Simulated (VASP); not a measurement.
A run of VASP 6.6.1 is set up as follows.

The input INCAR:

```
SYSTEM = Cd7Se8
PREC = Accurate ; ENCUT = 520
EDIFF = 1E-6 ; ISMEAR = 1
SIGMA = 0.15 ; LREAL = Auto
LASPH = .True. ; NELM = 100
ALGO = Normal ; ISIF = 2
LWAVE = .False. ; LCHARG = .True.
GGA = PE ; LELF = .True.
LVHAR = .True. ; NBANDS = 79
```

Contents of KPOINTS:

```
Automatic mesh
0
Gamma
  2 2 2
  0 0 0
```

The input POSCAR:

```
Cd7Se8
1.0
    8.6536303400     -0.0000005800      0.0000000000
   -4.3268146700      7.4942640000      0.0000000000
    0.0000000000      0.0000000000      7.0637770000
Cd Se
7 8
Direct
    0.3623121202      0.1689097435      0.5214369027
    0.1662278369      0.8334529043      0.0010743544
    0.3623111964      0.6941367705      0.5214340713
    0.6265414511      0.3187811856      0.0273811022
    0.9985507246      0.2495909644      0.1472124615
    0.6265403284      0.8084435461      0.0273672286
    0.8225645475      0.6616383513      0.5090010627
    0.2867404172      0.3937378195      0.3311273841
    0.2955723220      0.1696963400      0.8905644955
    0.1698507069      0.8352840384      0.3878514285
    0.2955761762      0.6265641525      0.8905584081
    0.7016766609      0.3251972985      0.3970619401
    0.7771638949      0.1389283125      0.8772060613
    0.7016920169      0.8771947995      0.3970501900
    0.8138910303      0.6572930273      0.8937818960
```

Potentials or basis: VASP PAW PBE potentials, release 64 (Cd, Se).

Command:

```sh
$ cat potpaw_PBE.64/Cd/POTCAR potpaw_PBE.64/Se/POTCAR > POTCAR
$ mpirun -np 1 vasp_std > vasp.out
```

What does it give for the pressure?

-0.5 GPa.

Predict the band gap on the k mesh.

zero (band 66 reaches 0.41 eV, above the bottom of band 67 at -0.04 eV).

Stress tensor (GPa, compression positive):
```
-0.30  0.06  0.32
 0.06 -0.38  0.18
 0.32  0.18 -0.78
```

Caveat: the k points lie up to 0.44 Å⁻¹ apart.
